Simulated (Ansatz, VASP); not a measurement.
## Two plane-wave programs on HfTi3N4

```
Hf Ti N
1.0
     4.69622    0.00000    0.00000
     0.00000    4.69622    0.00000
     0.00000    0.00000    4.69622
Hf Ti N
1 3 4
Direct
  0.50000 0.50000 0.50000
  0.50000 0.00000 0.00000
  0.00000 0.00000 0.50000
  0.00000 0.50000 0.00000
  0.00000 0.50000 0.50000
  0.50000 0.50000 0.00000
  0.00000 0.00000 0.00000
  0.50000 0.00000 0.50000
```

Alike in both runs: task single point; functional PBE; k mesh 4 × 4 × 4; occupations gaussian, width 0.1 eV; collinear spin.

|  | VASP | Ansatz |
| --- | --- | --- |
| version | VASP 6.6.1 | Ansatz 0.2.0 |
| potentials or method | VASP PAW PBE potentials, release 64 (Hf_pv, Ti_sv, N), cutoff 520 eV | scalar-relativistic, plane waves, PAW |
| valence electrons in the cell | 66 | 82 |

|  | VASP | Ansatz | Ansatz less VASP |
| --- | --- | --- | --- |
| gap on the k mesh at the Fermi level (eV) | none | none | - |
| net moment per atom (μB) | 0.00 | 0.00 | 0.000 |

A gap of «none» marks a metal or a gap that the smearing closes. VASP's potentials hold 66 valence electrons a cell and Ansatz's 82, so a difference there can come from the potentials and not from the codes. Ansatz's warnings: seeded moment not kept.

Spin-orbit coupling is off throughout.
